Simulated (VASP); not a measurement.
Write the native input for VASP 6.6.1 that does the following.

| Quantity | Value |
| --- | --- |
| Task | single point |
| Functional | PBEsol |
| Potentials or basis | VASP PAW PBE potentials, release 64 (Bi_d, Te) |
| Cutoff | 520 eV |
| k mesh | 5 × 5 × 5 |
| Occupations | fermi-dirac, width 0.05 eV |
| Spin | no spin polarisation |
| Dipole correction | no |
| Further INCAR settings | ALGO = Normal; EDIFF = 1e-06; NBANDS = 18 |

The structure of BiTe lies in POSCAR:

```
BiTe
1.0
    2.4227077728      1.3987509848      3.3172919545
   -2.4227077728      1.3987509848      3.3172919545
    0.0000000000     -2.7975019696      3.3172919545
Bi Te
1 1
Direct
    0.5000000000      0.5000000000      0.5000000000
    0.0000000000      0.0000000000      0.0000000000
```

These files were run (other wordings do the same):

INCAR

```
PREC = Accurate
ENCUT = 520
EDIFF = 1E-6
ISMEAR = -1
SIGMA = 0.05
LREAL = False
LASPH = True
NELM = 80
ALGO = Normal
ISIF = 2
LWAVE = False
LCHARG = False
GGA = PS
NBANDS = 18
```

KPOINTS

```
regular mesh
0
Gamma
  5 5 5
```

Potentials or basis: VASP PAW PBE potentials, release 64 (Bi_d, Te).

The run is started by

```console
$ cat potpaw_PBE.64/Bi_d/POTCAR potpaw_PBE.64/Te/POTCAR > POTCAR
$ mpirun -np 1 vasp_std > vasp.out
```

It gave:

```
Pressure : -2.6 GPa
```

Caveat: the PAW data sets were made with another functional, which shifts forces and pressure a little.

Wall time 40 s on 1 thread of AMD EPYC 7R13, on a shared host, peak memory 0.15 GiB.
